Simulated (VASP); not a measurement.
# C in VASP: single point with PBE

Aim: the single point of C with PBE.

Program: VASP 6.6.1. These are calculated values, not measurements. Logs are shortened: lines on timing, memory, paths and dates and some standing lists are left out, and cuts for length are marked.

## (1) The cell of the first run

The cell holds a slab with vacuum, 2 atoms: a = 2.457 Å, b = 2.457 Å, c = 13.001 Å, α = 90.00°, β = 90.00°, γ = 120.00°.

## (2) Single point, PBE

Input file INCAR:

```
  ALGO = Normal
  EDIFF = 1E-6
  ENCUT = 520
  GGA = PE
  GGA_COMPAT = F
  ISIF = 2
  ISMEAR = 0
  LASPH = T
  LCHARG = F
  LREAL = F
  LWAVE = F
  NBANDS = 11
  NELM = 120
  NELMDL = -8
  PREC = Accurate
  SIGMA = 0.05
```

Input file KPOINTS:

```
k-points
0
Gamma
  30 30 1
```

Input file POSCAR:

```
C
1.0
    2.4565097600      0.0000000000      0.0000000000
   -1.2282548800      2.1273998600      0.0000000000
    0.0000000000      0.0000000000     13.0006518100
C
2
Direct
    0.3333333300      0.6666666700      0.5000000000
    0.6666666700      0.3333333300      0.5000000000
```

Potentials or basis: VASP PAW PBE potentials, release 64 (C).

Run with:

```sh
> cat potpaw_PBE.64/C/POTCAR > POTCAR
> mpirun -np 1 vasp_std > vasp.out
```

OUTCAR:

```text
EDIFF = 1E-6
   ENCUT = 520
   GGA = PE
   ISIF = 2
   ISMEAR = 0
   LASPH = T
   LREAL = F
   NELM = 120
   NELMDL = -8
   PREC = Accurate

 ion  position               nearest neighbor table
   1  0.333  0.667  0.500-   2 1.42   2 1.42   2 1.42
   2  0.667  0.333  0.500-   1 1.42   1 1.42   1 1.42

  LATTYP: Found a hexagonal cell.
 ALAT       =     2.4565097600
 C/A-ratio  =     5.2923265446

  Lattice vectors:

 A1 = (   2.4565097600,   0.0000000000,   0.0000000000)
 A2 = (  -1.2282548800,   2.1273998600,   0.0000000000)
 A3 = (   0.0000000000,   0.0000000000,  13.0006518100)

Analysis of symmetry for initial positions (statically):
=====================================================================
 Subroutine PRICEL returns:
 Original cell was already a primitive cell.

 Routine SETGRP: Setting up the symmetry group for a
 hexagonal supercell.

 Subroutine GETGRP returns: Found 24 space group operations
 (whereof 24 operations were pure point group operations)
 out of a pool of 24 trial point group operations.

The static configuration has the point symmetry D_6h.

Analysis of symmetry for dynamics (positions and initial velocities):
=====================================================================
 Subroutine PRICEL returns:
 Original cell was already a primitive cell.

 Routine SETGRP: Setting up the symmetry group for a
 hexagonal supercell.

 Subroutine GETGRP returns: Found 24 space group operations
 (whereof 24 operations were pure point group operations)
 out of a pool of 24 trial point group operations.

The dynamic configuration has the point symmetry D_6h.

 Subroutine INISYM returns: Found 24 space group operations
 (whereof 24 operations are pure point group operations),
 and found     1 'primitive' translations

----------------------------------------------------------------------------------------

                                     Primitive cell

  volume of cell :      67.9411

  direct lattice vectors                    reciprocal lattice vectors
     2.456509760  0.000000000  0.000000000     0.407081631  0.235028689  0.000000000
    -1.228254880  2.127399860  0.000000000     0.000000000  0.470057378  0.000000000
     0.000000000  0.000000000 13.000651810     0.000000000  0.000000000  0.076919220

  length of vectors
[... 87 lines left out ...]
   NFREE  =      0    steps in history (QN), initial steepest desc. (CG)
   ISIF   =      2    stress and relaxation
   ISYM   =      2    0-nonsym 1-usesym 2-fastsym
   POTIM  = 0.5000    time-step for ionic-motion
   TEBEG  =    0.0;   TEEND  =   0.0 temperature during run
   PSTRESS=    0.0 pullay stress
   NELECT =       8.0000    total number of electrons
   NUPDOWN=      -1.0000    fix difference up-down
   EMIN   =  10.00;   EMAX   =-10.00  energy-range for DOS
   EFERMI =   0.00;   METHOD = LEGACY
   ISMEAR =     0;   SIGMA  =   0.05  broadening in eV -4-tet -1-fermi 0-gaus
   EFERMI_NEDOS =   21; number of points for ismear=-14 and -15
   IALGO  =     38    algorithm
   IMIX   =      4    mixing-type and parameters
     AMIX     =   0.40;   BMIX     =  1.00
     AMIX_MAG =   1.60;   BMIX_MAG =  1.00
  volume/ion in A,a.u.               =      33.97       229.24
  Fermi-wavevector in a.u.,A,eV,Ry     =   0.802406  1.516327  8.760174  0.643855
  Thomas-Fermi vector in A             =   1.910077
   LORBIT       =      0    0 simple, 1 ext, 2 COOP (PROOUT), +10 PAW based schemes
   GGA     = PE    functional components
   LHFCALC =     F    Hartree Fock is set to
   AEXX    =    0.0000 exact exchange contribution
   IVDW    =     0    specifies the selected vdW correction
   LEPSILON=     F    determine dielectric tensor
   LRPA    =     F    only Hartree local field effects (RPA)
 non-spin polarized calculation
 Gauss-broadening in eV      SIGMA  =   0.05
  energy-cutoff  :      520.00
  volume of cell :       67.94
 maximum number of plane-waves:      1866
   NGX =  9   NGY =  9   NGZ = 49

 number of electron       7.9999997 magnetization

 Free energy of the ion-electron system (eV)
  ---------------------------------------------------
  ext. energy  EPLUGINS =         0.00000000
  ---------------------------------------------------
  free energy    TOTEN  =       -18.44844405 eV

  energy without entropy =      -18.44831867  energy(sigma->0) =      -18.44838136

 E-fermi :  -1.8915     XC(G=0):  -3.3024

 val. band max:       -1.8914568439   @ k =   0.3333   0.3333   0.0000
 cond. band min:      -1.8914563431   @ k =   0.3333   0.3333   0.0000
 fundamental gap:      0.0000005008
 Fermi energy:        -1.8914565937

 k-point     1 :       0.0000    0.0000    0.0000
  band No.  band energies     occupation
      1     -21.5069      2.00000
      2      -9.5868      2.00000
      3      -4.9330      2.00000
      4      -4.9330      2.00000
      5       1.3027      0.00000
      6       2.3350      0.00000
      7       3.0669      0.00000
      8       5.6733      0.00000
      9       6.4898      0.00000
     10       6.4898      0.00000
     11       6.7094      0.00000
[... 309 lines left out ...]
 k-point    24 :       0.2667    0.0333    0.0000
  band No.  band energies     occupation
      1     -19.5976      2.00000
      2     -10.2286      2.00000
      3      -7.3720      2.00000
      4      -7.3424      2.00000
      5       3.9223      0.00000
      6       4.4032      0.00000
      7       5.0341      0.00000
      8       5.7072      0.00000
      9       6.2466      0.00000
     10       8.2551      0.00000
     11       9.3228      0.00000

 [... further k-points ...]

------------------------ aborting loop because EDIFF is reached ----------------------------------------

  FORCE on cell =-STRESS in cart. coord.  units (eV):
  Direction    XX          YY          ZZ          XY          YZ          ZX
  --------------------------------------------------------------------------------------
  -------------------------------------------------------------------------------------
  Total        0.6353849      0.6353849     -0.0108274     -0.0000000     -0.0000000      0.0000000
  in kB       14.9835511     14.9835512     -0.2553307     -0.0000000     -0.0000000      0.0000000
  external PRESSURE =       9.9039239 kB  Pullay stress =       0.0000000 kB

 VOLUME and BASIS-vectors are now :
 -----------------------------------------------------------------------------
  energy-cutoff  :      520.00
  volume of cell :       67.94
      direct lattice vectors                 reciprocal lattice vectors
     2.456509760  0.000000000  0.000000000     0.407081631  0.235028689  0.000000000
    -1.228254880  2.127399860  0.000000000     0.000000000  0.470057378  0.000000000
     0.000000000  0.000000000 13.000651810     0.000000000  0.000000000  0.076919220

 POSITION                                       TOTAL-FORCE (eV/Angst)
 -----------------------------------------------------------------------------------
     -0.00000      1.41827      6.50033         0.000000      0.000000     -0.000000
      1.22825      0.70913      6.50033        -0.000000      0.000000      0.000000
 -----------------------------------------------------------------------------------
    total drift:                               -0.000000     -0.000000     -0.000000

  FREE ENERGIE OF THE ION-ELECTRON SYSTEM (eV)
  ---------------------------------------------------
  free  energy   TOTEN  =       -18.4484440465 eV

  energy  without entropy=      -18.4483186710  energy(sigma->0) =      -18.44838136
```

Wall time 2.2 min (1 thread of Intel Xeon 8259CL, shared host); peak memory 0.2 GiB.

What came out:

```yaml
Free_energy: -18.4484 eV
Band_gap_on_the_k_mesh: zero (filled and empty bands touch)
```

Levels at points of the mesh, in eV from the Fermi level:
| k point | band 2 | band 3 | band 4 | band 5 | band 6 | band 7 |
| --- | --- | --- | --- | --- | --- | --- |
| (0.00, 0.00, 0.00) | -7.70 | -3.04 | -3.04 | 3.19 | 4.23 | 4.96 |
| (0.50, 0.00, 0.00) | -13.31 | -6.45 | -2.38 | 1.68 | 7.48 | 11.12 |
